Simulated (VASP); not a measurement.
# KBr in VASP: notebook, part 3 of 3

VASP 6.6.1. The steps go on from the part before.

## (6) Electric field gradients, r2SCAN

Input file POSCAR:

```
KBr
1.0
    0.0000000000      3.2945409698      3.2945409698
    3.2945409698      0.0000000000      3.2945409698
    3.2945409698      3.2945409698      0.0000000000
K Br
1 1
Direct
    0.0105146666      0.0105146666      0.0105146666
    0.5000000000      0.5000000000      0.5000000000
```

Input file INCAR.step1:

```
SYSTEM = KBr
ALGO = Normal
EDIFF = 1E-4
ENCUT = 520
GGA = PE
ISMEAR = -1
LASPH = .True.
LCHARG = .False.
LREAL = .False.
LWAVE = .True.
NBANDS = 15
NELM = 60
PREC = Accurate
SIGMA = 0.02
```

Input file INCAR.step2:

```
SYSTEM = KBr
ALGO = Normal
EDIFF = 1E-8
ENCUT = 520
ISIF = 2
ISMEAR = -1
ISTART = 1
LASPH = .True.
LCHARG = .False.
LEFG = .True.
LMIXTAU = .True.
LREAL = .False.
LWAVE = .False.
METAGGA = R2SCAN
NBANDS = 15
NELM = 60
PREC = Accurate
SIGMA = 0.02
```

Input file KPOINTS:

```
k-points
0
Gamma
  7 7 7
  0 0 0
```

Potentials or basis: VASP PAW PBE potentials, release 64 (K_sv, Br).

The run is started by

```bash
> cat potpaw_PBE.64/K_sv/POTCAR potpaw_PBE.64/Br/POTCAR > POTCAR
> cp INCAR.step1 INCAR
> mpirun -np 1 vasp_std > vasp.out
> cp INCAR.step2 INCAR
> mpirun -np 1 vasp_std > vasp.out
```

OUTCAR:

```text
SYSTEM = KBr
   EDIFF = 1E-8
   ENCUT = 520
   ISIF = 2
   ISMEAR = -1
   ISTART = 1
   LASPH = .True.
   LREAL = .False.
   METAGGA = R2SCAN
   NELM = 60
   PREC = Accurate

 ion  position               nearest neighbor table
   1  0.011  0.011  0.011-   2 3.23   2 3.23   2 3.23
   2  0.500  0.500  0.500-   1 3.23   1 3.23   1 3.23

  LATTYP: Found a face centered cubic cell.
 ALAT       =     6.5890819396

  Lattice vectors:

 A1 = (   0.0000000000,   3.2945409698,   3.2945409698)
 A2 = (   3.2945409698,   0.0000000000,   3.2945409698)
 A3 = (   3.2945409698,   3.2945409698,   0.0000000000)

Analysis of symmetry for initial positions (statically):
=====================================================================
 Subroutine PRICEL returns:
 Original cell was already a primitive cell.

 Routine SETGRP: Setting up the symmetry group for a
[... 620 lines left out ...]
  energy-cutoff  :      520.00
  volume of cell :       71.52
      direct lattice vectors                 reciprocal lattice vectors
     0.000000000  3.294540970  3.294540970    -0.151766211  0.151766211  0.151766211
     3.294540970  0.000000000  3.294540970     0.151766211 -0.151766211  0.151766211
     3.294540970  3.294540970  0.000000000     0.151766211  0.151766211 -0.151766211

 POSITION                                       TOTAL-FORCE (eV/Angst)
 -----------------------------------------------------------------------------------
      0.06928      0.06928      0.06928        -0.094844     -0.094844     -0.094844
      3.29454      3.29454      3.29454         0.094844      0.094844      0.094844
 -----------------------------------------------------------------------------------
    total drift:                               -0.000527     -0.000527     -0.000527

  FREE ENERGIE OF THE ION-ELECTRON SYSTEM (eV)
  ---------------------------------------------------
  free  energy   TOTEN  =       -23.2384513794 eV

  energy  without entropy=      -23.2384513794  energy(sigma->0) =      -23.23845138

 Electric field gradients (V/A^2)
---------------------------------------------------------------------
 ion       V_xx      V_yy      V_zz      V_xy      V_xz      V_yz
---------------------------------------------------------------------
   1       0.000     0.000    -0.000     0.264     0.264     0.264
   2       0.000    -0.000    -0.000     0.202     0.202     0.202
---------------------------------------------------------------------

 Electric field gradients after diagonalization (V/A^2)
 (convention: |V_zz| > |V_xx| > |V_yy|)
----------------------------------------------------------------------
 ion       V_xx      V_yy      V_zz     asymmetry (V_yy - V_xx)/ V_zz
----------------------------------------------------------------------
   1      -0.264    -0.264     0.527       0.000
   2      -0.202    -0.202     0.404       0.000
----------------------------------------------------------------------

           NMR quadrupolar parameters

 Cq : quadrupolar parameter    Cq=e*Q*V_zz/h
 eta: asymmetry parameters     (V_yy - V_xx)/ V_zz
 Q  : nuclear electric quadrupole moment in mb (millibarn)
----------------------------------------------------------------------
 ion       Cq(MHz)       eta       Q (mb)
----------------------------------------------------------------------
   1       0.001       0.000       1.000
   2       0.001       0.000       1.000
----------------------------------------------------------------------
```

OUTCAR.step1:

```text
SYSTEM = KBr
   EDIFF = 1E-4
   ENCUT = 520
   GGA = PE
   ISMEAR = -1
   LASPH = .True.
   LREAL = .False.
[... 651 lines left out ...]
      0.06928      0.06928      0.06928        -0.088024     -0.088024     -0.088024
      3.29454      3.29454      3.29454         0.088024      0.088024      0.088024
 -----------------------------------------------------------------------------------
    total drift:                                0.000187      0.000187      0.000187

  FREE ENERGIE OF THE ION-ELECTRON SYSTEM (eV)
  ---------------------------------------------------
  free  energy   TOTEN  =        -6.2041155094 eV

  energy  without entropy=       -6.2041155094  energy(sigma->0) =       -6.20411551
```

OSZICAR.step1:

```text
N       E                     dE             d eps       ncg     rms          rms(c)
DAV:   1     0.913904503630E+02    0.91390E+02   -0.67508E+03  1320   0.920E+02
DAV:   2    -0.464104992296E+00   -0.91855E+02   -0.85449E+02  1693   0.223E+02
DAV:   3    -0.607439219060E+01   -0.56103E+01   -0.55815E+01  1901   0.484E+01
DAV:   4    -0.637475679685E+01   -0.30036E+00   -0.30031E+00  1961   0.923E+00
DAV:   5    -0.637696460261E+01   -0.22078E-02   -0.22078E-02  1884   0.947E-01    0.317E+00
DAV:   6    -0.620521183750E+01    0.17175E+00   -0.21682E-01  1698   0.226E+00    0.231E+00
DAV:   7    -0.619413752653E+01    0.11074E-01   -0.10803E-01  1838   0.178E+00    0.104E+00
DAV:   8    -0.620303305681E+01   -0.88955E-02   -0.11815E-02  1429   0.799E-01    0.118E-01
DAV:   9    -0.620380220889E+01   -0.76915E-03   -0.78506E-04  1866   0.173E-01    0.773E-02
DAV:  10    -0.620409783416E+01   -0.29563E-03   -0.29534E-04  1375   0.987E-02    0.122E-02
DAV:  11    -0.620411550939E+01   -0.17675E-04   -0.23258E-05  1381   0.307E-02
   1 F= -.62041155E+01 E0= -.62041155E+01  d E =-.347909E-12
```

Wall time 3.2 min (1 thread of AMD EPYC 7R13 (Zen 3), shared host); peak memory 0.21 GiB.

Results:

| Property | Result |
| --- | --- |
| Free energy | -23.2385 eV |
| Pressure | 0.2 GPa |
| Largest force | 0.164 eV/Å |
| Band gap on the k mesh | 5.10 eV |
| Largest electric field gradient by atom | K +0.5; Br +0.4 V/Å² |

Forces in eV/Å, atoms in the order of the input:
```
K   -0.095 -0.095 -0.095
Br   0.095  0.095  0.095
```

Electric field gradients, principal values (V/Å²):
```csv
atom,least,middle,greatest (by size)
1 K,-0.264,-0.264,0.527
2 Br,-0.202,-0.202,0.404
```

Caveat: without QUAD_EFG the Cq values of the log hold for a quadrupole moment of 1 mb, not for the nuclei; the PAW data sets were made with another functional, which shifts forces and pressure a little; an odd mesh through Γ misses points on the zone boundary, where band edges can lie.

## (7) Summary

```tsv
cell	gap on the mesh (eV)	pressure (GPa)
a = 4.659 Å, angles 60.0°, 2 atoms, atomic positions A	5.09	0.1
a = 4.590 Å, angles 62.0°, 2 atoms, atomic positions A	5.02	0.1
a = 4.659 Å, angles 60.0°, 2 atoms, atomic positions B	5.10	0.2
```

Alike in all rows: task electric field gradients; level r2SCAN; potentials or basis VASP PAW PBE potentials, release 64 (K_sv, Br); no spin polarisation; k mesh 7 × 7 × 7; cutoff (eV) 520; smearing fermi-dirac 0.02 eV.

Caveats: the PAW data sets were made with another functional, which shifts forces and pressure a little; an odd mesh through Γ misses points on the zone boundary, where band edges can lie.

Absolute energies hang on the potentials; compare differences alone.
